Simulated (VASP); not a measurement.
# Sn3GeSe (R3m) in VASP: notebook

Runs on Sn3GeSe. Level: PBE. Tasks: single point, relaxation of cell and atoms.

All numbers are computed with VASP 6.6.1; they aren't measurements. Logs are shortened: lines on timing, memory, paths and dates and some standing lists are left out, and cuts for length are marked.

### 1 The cell of the first run

It takes space group R3m (No. 160, trigonal). The conventional cell has a = 6.550 Å, b = 6.550 Å, c = 13.850 Å, α = 90.00°, β = 90.00°, γ = 120.00°. Within 3.7 Å of Sn (site symmetry m) lie 1 Ge at 2.79 Å and 2 Se at 2.85 to 3.14 Å and 4 Sn at 3.06 to 3.49 Å. Within 4.0 Å of Ge (site symmetry 3m) lie 3 Sn at 2.79 Å and 4 Se at 3.84 to 3.95 Å. Within 4.0 Å of Se (site symmetry 3m) lie 6 Sn at 2.85 to 3.14 Å and 4 Ge at 3.84 to 3.95 Å.

The cell was generated, and may not be a known phase.

### 2 Single point, PBE

Contents of INCAR:

```
SYSTEM = Sn3GeSe
ALGO = Normal
EDIFF = 1E-6
ENCUT = 520
GGA = PE
ISIF = 2
ISMEAR = 0
LASPH = .True.
LCHARG = .False.
LREAL = .False.
LWAVE = .False.
NBANDS = 39
NELM = 60
PREC = Accurate
SIGMA = 0.1
```

Contents of KPOINTS:

```
k-points
0
Gamma
  6 6 6
  0 0 0
```

Contents of POSCAR:

```
Sn3GeSe
1.0
    3.2749961975      1.8908199362      4.6167748780
   -3.2749961975      1.8908199362      4.6167748780
    0.0000000000     -3.7816398724      4.6167748780
Sn Ge Se
3 1 1
Direct
    0.4887128522      0.9559152860      0.4887128522
    0.4887128522      0.4887128522      0.9559152860
    0.9559152860      0.4887128522      0.4887128522
    0.1718251085      0.1718251085      0.1718251085
    0.4568639212      0.4568639212      0.4568639212
```

Potentials or basis: VASP PAW PBE potentials, release 64 (Sn_d, Ge_d, Se).

The run is started by

```console
cat potpaw_PBE.64/Sn_d/POTCAR potpaw_PBE.64/Ge_d/POTCAR potpaw_PBE.64/Se/POTCAR > POTCAR
mpirun -np 1 vasp_std > vasp.out
```

OUTCAR:

```text
SYSTEM = Sn3GeSe
   EDIFF = 1E-6
   ENCUT = 520
   GGA = PE
   ISIF = 2
   ISMEAR = 0
   LASPH = .True.
   LREAL = .False.
   NELM = 60
   PREC = Accurate

 ion  position               nearest neighbor table
   1  0.489  0.956  0.489-   4 2.79   5 2.85   2 3.06   3 3.06   5 3.14   2 3.49   3 3.49
   2  0.489  0.489  0.956-   4 2.79   5 2.85   3 3.06   1 3.06   5 3.14   1 3.49   3 3.49
   3  0.956  0.489  0.489-   4 2.79   5 2.85   2 3.06   1 3.06   5 3.14   2 3.49   1 3.49
   4  0.172  0.172  0.172-   2 2.79   1 2.79   3 2.79
   5  0.457  0.457  0.457-   2 2.85   1 2.85   3 2.85   2 3.14   3 3.14   1 3.14

  LATTYP: Found a trigonal (rhomboedric) cell.
 ALAT       =     5.9678648107
 COS(alpha) =     0.3976989189

  Lattice vectors:

 A1 = (   3.2749961975,   1.8908199362,   4.6167748780)
 A2 = (  -3.2749961975,   1.8908199362,   4.6167748780)
 A3 = (   0.0000000000,  -3.7816398724,   4.6167748780)

Analysis of symmetry for initial positions (statically):
=====================================================================
 Subroutine PRICEL returns:
 Original cell was already a primitive cell.

 Routine SETGRP: Setting up the symmetry group for a
 trigonal (rhombohedral) supercell.

 Subroutine GETGRP returns: Found  6 space group operations
 (whereof  6 operations were pure point group operations)
 out of a pool of 12 trial point group operations.

The static configuration has the point symmetry C_3v.

Analysis of symmetry for dynamics (positions and initial velocities):
=====================================================================
 Subroutine PRICEL returns:
 Original cell was already a primitive cell.

 Routine SETGRP: Setting up the symmetry group for a
 trigonal (rhombohedral) supercell.

 Subroutine GETGRP returns: Found  6 space group operations
 (whereof  6 operations were pure point group operations)
 out of a pool of 12 trial point group operations.

The dynamic configuration has the point symmetry C_3v.

 Subroutine INISYM returns: Found  6 space group operations
 (whereof  6 operations are pure point group operations),
 and found     1 'primitive' translations

----------------------------------------------------------------------------------------

                                     Primitive cell

  volume of cell :     171.5343

  direct lattice vectors                    reciprocal lattice vectors
[... 94 lines left out ...]
   LREAL  =      F    real-space projection
   EDIFFG = 0.1E-04   stopping-criterion for IOM
   NSW    =      0    number of steps for IOM
   IBRION =     -1    ionic relax: 0-MD 1-quasi-New 2-CG
   NFREE  =      0    steps in history (QN), initial steepest desc. (CG)
   ISIF   =      2    stress and relaxation
   ISYM   =      2    0-nonsym 1-usesym 2-fastsym
   POTIM  = 0.5000    time-step for ionic-motion
   TEBEG  =    0.0;   TEEND  =   0.0 temperature during run
   PSTRESS=    0.0 pullay stress
   NELECT =      62.0000    total number of electrons
   NUPDOWN=      -1.0000    fix difference up-down
   EMIN   =  10.00;   EMAX   =-10.00  energy-range for DOS
   EFERMI =   0.00;   METHOD = LEGACY
   ISMEAR =     0;   SIGMA  =   0.10  broadening in eV -4-tet -1-fermi 0-gaus
   EFERMI_NEDOS =   21; number of points for ismear=-14 and -15
   IALGO  =     38    algorithm
   IMIX   =      4    mixing-type and parameters
     AMIX     =   0.40;   BMIX     =  1.00
     AMIX_MAG =   1.60;   BMIX_MAG =  1.00
  volume/ion in A,a.u.               =      34.31       231.51
  Fermi-wavevector in a.u.,A,eV,Ry     =   1.166152  2.203707 18.502699  1.359910
  Thomas-Fermi vector in A             =   2.302669
   LORBIT       =      0    0 simple, 1 ext, 2 COOP (PROOUT), +10 PAW based schemes
   GGA     = PE    functional components
   LHFCALC =     F    Hartree Fock is set to
   AEXX    =    0.0000 exact exchange contribution
   IVDW    =     0    specifies the selected vdW correction
   LEPSILON=     F    determine dielectric tensor
   LRPA    =     F    only Hartree local field effects (RPA)
 non-spin polarized calculation
 Gauss-broadening in eV      SIGMA  =   0.10
  energy-cutoff  :      520.00
  volume of cell :      171.53
 maximum number of plane-waves:      4644
 NGX is ok and might be reduce to    48
   NGX = 23   NGY = 23   NGZ = 23

 number of electron      61.9999990 magnetization

 Free energy of the ion-electron system (eV)
  ---------------------------------------------------
  ext. energy  EPLUGINS =         0.00000000
  ---------------------------------------------------
  free energy    TOTEN  =       -18.59517250 eV

  energy without entropy =      -18.58971634  energy(sigma->0) =      -18.59244442

 E-fermi :   4.0249     XC(G=0):  -8.4878

 val. band max:        3.8919285538   @ k =  -0.1667   0.5000   0.1667
 cond. band min:       4.0357003797   @ k =   0.5000   0.5000   0.0000
 fundamental gap:      0.1437718259
 Fermi energy:         4.0249058827

 k-point     1 :       0.0000    0.0000    0.0000
  band No.  band energies     occupation
      1     -20.3376      2.00000
      2     -20.3376      2.00000
      3     -20.3228      2.00000
      4     -20.3228      2.00000
      5     -20.3123      2.00000
      6     -17.6821      2.00000
[... 997 lines left out ...]
     38       7.9684      0.00000
     39       8.5324      0.00000

 [... further k-points ...]

------------------------ aborting loop because EDIFF is reached ----------------------------------------

  FORCE on cell =-STRESS in cart. coord.  units (eV):
  Direction    XX          YY          ZZ          XY          YZ          ZX
  --------------------------------------------------------------------------------------
  -------------------------------------------------------------------------------------
  Total       -0.0292094     -0.0292094     -0.0282123      0.0000000      0.0000000     -0.0000000
  in kB       -0.2728241     -0.2728241     -0.2635106      0.0000000      0.0000000     -0.0000000
  external PRESSURE =      -0.2697196 kB  Pullay stress =       0.0000000 kB

 VOLUME and BASIS-vectors are now :
 -----------------------------------------------------------------------------
  energy-cutoff  :      520.00
  volume of cell :      171.53
      direct lattice vectors                 reciprocal lattice vectors
     3.274996198  1.890819936  4.616774878     0.152671933  0.088145182  0.072200474
    -3.274996198  1.890819936  4.616774878    -0.152671933  0.088145182  0.072200474
     0.000000000 -3.781639872  4.616774878     0.000000000 -0.176290363  0.072200474

 POSITION                                       TOTAL-FORCE (eV/Angst)
 -----------------------------------------------------------------------------------
     -1.53009      0.88340      8.92580         0.005183     -0.002993      0.000908
      0.00000     -1.76679      8.92580         0.000000      0.005985      0.000908
      1.53009      0.88340      8.92580        -0.005183     -0.002993      0.000908
      0.00000      0.00000      2.37983         0.000000      0.000000     -0.010312
      0.00000      0.00000      6.32771         0.000000      0.000000      0.007587
 -----------------------------------------------------------------------------------
    total drift:                               -0.000000     -0.000000     -0.002010

  FREE ENERGIE OF THE ION-ELECTRON SYSTEM (eV)
  ---------------------------------------------------
  free  energy   TOTEN  =       -18.5951724969 eV

  energy  without entropy=      -18.5897163446  energy(sigma->0) =      -18.59244442
```

OSZICAR:

```text
N       E                     dE             d eps       ncg     rms          rms(c)
DAV:   1     0.638440203194E+03    0.63844E+03   -0.30786E+04  2839   0.257E+03
DAV:   2     0.952404172084E+02   -0.54320E+03   -0.52647E+03  2504   0.729E+02
DAV:   3    -0.115956687186E+02   -0.10684E+03   -0.10461E+03  2867   0.222E+02
DAV:   4    -0.186942149069E+02   -0.70985E+01   -0.70713E+01  2881   0.639E+01
DAV:   5    -0.188936205171E+02   -0.19941E+00   -0.19938E+00  3049   0.112E+01    0.432E+00
DAV:   6    -0.186150506409E+02    0.27857E+00   -0.55113E-01  3344   0.490E+00    0.251E+00
DAV:   7    -0.185910441559E+02    0.24006E-01   -0.22597E-01  3029   0.278E+00    0.103E+00
DAV:   8    -0.185926006237E+02   -0.15565E-02   -0.30189E-02  2938   0.126E+00    0.248E-01
DAV:   9    -0.185941133841E+02   -0.15128E-02   -0.49660E-03  2748   0.564E-01    0.862E-02
DAV:  10    -0.185948972188E+02   -0.78383E-03   -0.11736E-03  3409   0.213E-01    0.332E-02
DAV:  11    -0.185950680706E+02   -0.17085E-03   -0.17625E-04  2890   0.836E-02    0.206E-02
DAV:  12    -0.185951564466E+02   -0.88376E-04   -0.96433E-05  2836   0.346E-02    0.571E-03
DAV:  13    -0.185951693680E+02   -0.12921E-04   -0.13671E-05  2390   0.152E-02    0.386E-03
DAV:  14    -0.185951722280E+02   -0.28600E-05   -0.38838E-06  2208   0.913E-03    0.118E-03
DAV:  15    -0.185951724969E+02   -0.26893E-06   -0.42557E-07  2015   0.456E-03
   1 F= -.18595172E+02 E0= -.18592444E+02  d E =-.545615E-02
```

stdout:

```text
POSCAR found type information on POSCAR SnGeSe
 POSCAR found :  3 types and       5 ions
 scaLAPACK will be used
 LDA part: xc-table for (Slater+PW92), standard interpolation
 POSCAR, INCAR and KPOINTS ok, starting setup
 FFT: planning ... GRIDC
 FFT: planning ... GRID_SOFT
 FFT: planning ... GRID
 WAVECAR not read
 entering main loop
```

Wall time 6.8 min (1 thread of Oxide Virtual Turin-like, shared host); peak memory 0.4 GiB.

Results:

```yaml
Free_energy: -18.5952 eV
Pressure: 0.0 GPa
Largest_force: 0.010 eV/Å
Band_gap_on_the_k_mesh: zero (bands 31 and 32 overlap by 0.01 eV)
```

Forces on the atoms (eV/Å):
```
Sn   0.005 -0.003  0.001
Sn   0.000  0.006  0.001
Sn  -0.005 -0.003  0.001
Ge   0.000  0.000 -0.010
Se   0.000  0.000  0.008
```

Levels at points of the mesh, in eV from the Fermi level:
| k point | band 27 | band 28 | band 29 | band 30 | band 31 | band 32 | band 33 | band 34 | band 35 | band 36 |
| --- | --- | --- | --- | --- | --- | --- | --- | --- | --- | --- |
| (0.00, 0.00, 0.00) | -3.91 | -3.91 | -2.09 | -1.35 | -1.35 | 1.23 | 1.23 | 2.14 | 3.44 | 3.44 |
| (0.50, 0.00, 0.00) | -3.84 | -1.94 | -1.41 | -1.17 | -0.61 | 0.80 | 0.88 | 1.12 | 2.31 | 2.90 |
| (0.50, 0.50, 0.00) | -2.54 | -1.45 | -1.33 | -0.55 | -0.26 | 0.01 | 0.62 | 1.02 | 1.39 | 3.23 |
| (0.50, 0.50, 0.50) | -2.34 | -2.34 | -1.49 | -1.39 | -1.39 | 0.43 | 0.43 | 0.43 | 3.37 | 4.34 |

Caveat: spin-orbit coupling is left out, which moves the levels of the heavy elements.

### 3 Relaxation of cell and atoms, PBE

This run uses another cell than the first one, of 33.62 Å³/atom.

Contents of INCAR:

```
SYSTEM = Sn3GeSe
PREC     = Accurate       ! precision mode
ENCUT    = 600            ! plane-wave cutoff, eV
EDIFF    = 1E-7           ! SCF threshold, eV
ISMEAR   = 0              ! smearing method
SIGMA    = 0.01           ! smearing width, eV
LREAL    = .FALSE.        ! projectors in reciprocal space
LASPH    = .TRUE.         ! aspherical terms in the spheres
NELM     = 80             ! most SCF steps
ALGO     = Normal         ! electronic algorithm
ISIF     = 3              ! what is computed and relaxed
LWAVE    = .FALSE.        ! write WAVECAR
LCHARG   = .FALSE.        ! write CHGCAR
GGA      = PE             ! functional
IBRION   = 2              ! ionic algorithm
NSW      = 100            ! ionic steps
EDIFFG   = -0.01          ! ionic threshold
```

Contents of KPOINTS:

```
regular mesh
0
G
  6 6 6
  0 0 0
```

Contents of POSCAR:

```
Sn3GeSe
1.0
    3.3087333626      1.9102980976      4.4331895394
   -3.3087333626      1.9102980976      4.4331895394
    0.0000000000     -3.8205961952      4.4331895394
Sn Ge Se
3 1 1
Direct
    0.4884572687      0.9553854473      0.4884572687
    0.4884572687      0.4884572687      0.9553854473
    0.9553854473      0.4884572687      0.4884572687
    0.1649068716      0.1649068716      0.1649068716
    0.4648231638      0.4648231638      0.4648231638
```

Potentials or basis: VASP PAW PBE potentials, release 64 (Sn_d, Ge_d, Se).

The run is started by

```console
cat potpaw_PBE.64/Sn_d/POTCAR potpaw_PBE.64/Ge_d/POTCAR potpaw_PBE.64/Se/POTCAR > POTCAR
mpirun -np 1 vasp_std > vasp.out
```

It took 36 min on 1 thread of Oxide Virtual Turin-like, shared host; peak memory 0.46 GiB.

It converged, with:

```
Free energy                           : -18.5916 eV
Relaxed volume                        : 34.27 Å³/atom
Relaxed cell                          : a = 5.967 Å, b = 5.967 Å, c = 5.967 Å, α = 66.52°, β = 66.52°, γ = 66.52°
Space group after relaxing (to 0.1 Å) : R3m (No. 160)
Energy gained by relaxing             : 7.4 meV/atom
Ionic steps                           : 16
Pressure after relaxing               : 0.0 GPa
Largest force after relaxing          : 0.007 eV/Å
Band gap on the k mesh                : zero (filled and empty bands touch)
```

Forces on the atoms (eV/Å):
```
Sn   0.000  0.000 -0.001
Sn   0.000  0.000 -0.001
Sn   0.000  0.000 -0.001
Ge   0.000  0.000 -0.005
Se   0.000  0.000  0.007
```

Step by step:
```
step  energy change (eV)  largest force (eV/Å)  pressure (GPa)  volume (Å³)
   1              0.0000                0.2889            0.38       168.12
   2             -0.0110                0.2471           -0.10       170.05
   3             -0.0133                0.2686           -0.45       171.58
   4             -0.0218                0.2297           -0.34       171.11
   5             -0.0331                0.1286           -0.01       170.01
   6             -0.0339                0.0802            0.17       169.54
   7             -0.0340                0.0881            0.14       169.62
   8             -0.0352                0.0797            0.05       170.32
   9             -0.0360                0.0639           -0.14       171.76
  10             -0.0366                0.0338           -0.03       171.60
  11             -0.0367                0.0356           -0.01       171.57
  12             -0.0369                0.0198           -0.01       171.49
  13             -0.0370                0.0152           -0.01       171.38
  14             -0.0370                0.0151            0.00       171.36
  15             -0.0370                0.0101            0.00       171.36
  16             -0.0370                0.0068            0.01       171.36
```

Final structure:
```yaml
crystal:
  lattice:
    - [3.27286, 1.88959, 4.61811]
    - [-3.27286, 1.88959, 4.61811]
    - [0.00000, -3.77917, 4.61811]
  atoms:
    - { symbol: Sn, position: [0.48879, 0.95581, 0.48879] }
    - { symbol: Sn, position: [0.48879, 0.48879, 0.95581] }
    - { symbol: Sn, position: [0.95581, 0.48879, 0.48879] }
    - { symbol: Ge, position: [0.17179, 0.17179, 0.17179] }
    - { symbol: Se, position: [0.45686, 0.45686, 0.45686] }
```

Levels at points of the mesh, in eV from the Fermi level:
| k point | band 28 | band 29 | band 30 | band 31 | band 32 | band 33 | band 34 | band 35 |
| --- | --- | --- | --- | --- | --- | --- | --- | --- |
| (0.00, 0.00, 0.00) | -3.94 | -2.11 | -1.37 | -1.37 | 1.21 | 1.21 | 2.12 | 3.42 |
| (0.50, 0.00, 0.00) | -1.97 | -1.43 | -1.19 | -0.63 | 0.78 | 0.87 | 1.10 | 2.28 |
| (0.50, 0.50, 0.00) | -1.47 | -1.36 | -0.57 | -0.28 | 0.00 | 0.60 | 1.00 | 1.37 |
| (0.50, 0.50, 0.50) | -2.36 | -1.51 | -1.41 | -1.41 | 0.40 | 0.40 | 0.40 | 3.34 |

Caveat: spin-orbit coupling is left out, which moves the levels of the heavy elements.

The gap in the log of VASP goes by the Fermi energy; the results here count the filled bands.